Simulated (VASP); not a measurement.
Wanted: the native input for a VASP 6.6.1 run.

```yaml
Task: single point
Functional: PBE
Dispersion: D3(BJ)
Potentials_or_basis: VASP PAW PBE potentials, release 64 (Al, O, H)
Cutoff: 520 eV
k_mesh: 3 × 3 × 1
Occupations: gaussian, width 0.1 eV
Spin: no spin polarisation
Dipole_correction: yes
Further_INCAR_settings: LREAL = Auto; ALGO = Normal; EDIFF = 1e-06; NBANDS = 89
```

The structure of Al18H2O lies in POSCAR:

```
Al18H2O
1.0
    8.4486369609      0.0000000000      0.0000000000
    0.0000000000      8.4486369609      0.0000000000
    0.0000000000      0.0000000000     24.5802884869
Al O H
36 2 4
Direct
    0.1666666667      0.1666666667      0.3254640402
    0.1666666667      0.5000000000      0.3254640402
    0.1666666667      0.8333333333      0.3254640402
    0.5000000000      0.1666666667      0.3254640402
    0.5000000000      0.5000000000      0.3254640402
    0.5000000000      0.8333333333      0.3254640402
    0.8333333333      0.1666666667      0.3254640402
    0.8333333333      0.5000000000      0.3254640402
    0.8333333333      0.8333333333      0.3254640402
    0.3333333333      0.3333333333      0.4064786641
    0.3333333333      0.6666666667      0.4064786641
    0.3333333333      0.0000000000      0.4064786641
    0.6666666667      0.3333333333      0.4064786641
    0.6666666667      0.6666666667      0.4064786641
    0.6666666667      0.0000000000      0.4064786641
    0.0000000000      0.3333333333      0.4064786641
    0.0000000000      0.6666666667      0.4064786641
    0.0000000000      0.0000000000      0.4064786641
    0.5000000000      0.5000000000      0.4963427997
    0.4997963733      0.8331298103      0.4958593652
    0.5002036267      0.1668701897      0.4958593652
    0.8331745285      0.4998538793      0.4961608309
    0.8337912284      0.8337501241      0.4967183311
    0.8343028879      0.1658074512      0.4968508553
    0.1668254715      0.5001461207      0.4961608309
    0.1656971121      0.8341925488      0.4968508553
    0.1662087716      0.1662498759      0.4967183311
    0.6659836353      0.6661191405      0.5820891867
    0.6655635353     -0.0004528122      0.5803257269
    0.6669416498      0.3330125621      0.5817147948
   -0.0005586166      0.6662738786      0.5806872186
    0.0000000000      0.0000000000      0.5874747891
    0.0005586166      0.3337261214      0.5806872186
    0.3330583502      0.6669874379      0.5817147948
    0.3344364647      0.0004528122      0.5803257269
    0.3340163647      0.3338808595      0.5820891867
    0.0000000000      0.0000000000      0.6762627759
    0.5000000000      0.5000000000      0.7174959788
    0.0366378335      0.0873688916      0.6988133024
   -0.0366378335     -0.0873688916      0.6988133024
    0.4559573338      0.5796574151      0.7415253231
    0.5440426662      0.4203425849      0.7415253231
```

These files were run (other wordings do the same):

INCAR

```
PREC = Accurate
ENCUT = 520
EDIFF = 1E-6
ISMEAR = 0
SIGMA = 0.1
LREAL = Auto
LASPH = True
NELM = 80
ALGO = Normal
ISIF = 2
LWAVE = False
LCHARG = False
LDIPOL = True
IDIPOL = 3
DIPOL = 0.5 0.5 0.490
GGA = PE
IVDW = 12
NBANDS = 89
```

KPOINTS

```
regular mesh
0
Gamma
  3 3 1
```

Potentials or basis: VASP PAW PBE potentials, release 64 (Al, O, H).

Launch:

```sh
$ cat potpaw_PBE.64/Al/POTCAR potpaw_PBE.64/O/POTCAR potpaw_PBE.64/H/POTCAR > POTCAR
$ mpirun -np 1 vasp_std > vasp.out
```

Results of the run:

* Largest force: 0.456 eV/Å
* Band gap on the k mesh: zero (bands 62 and 63 overlap by 0.36 eV)
* Dispersion energy per atom: -0.212 eV

Run time: 30 min on 1 thread of Intel(R) Xeon(R) Platinum 8488C (Sapphire Rapids) (shared host), peak memory 1.7 GiB.
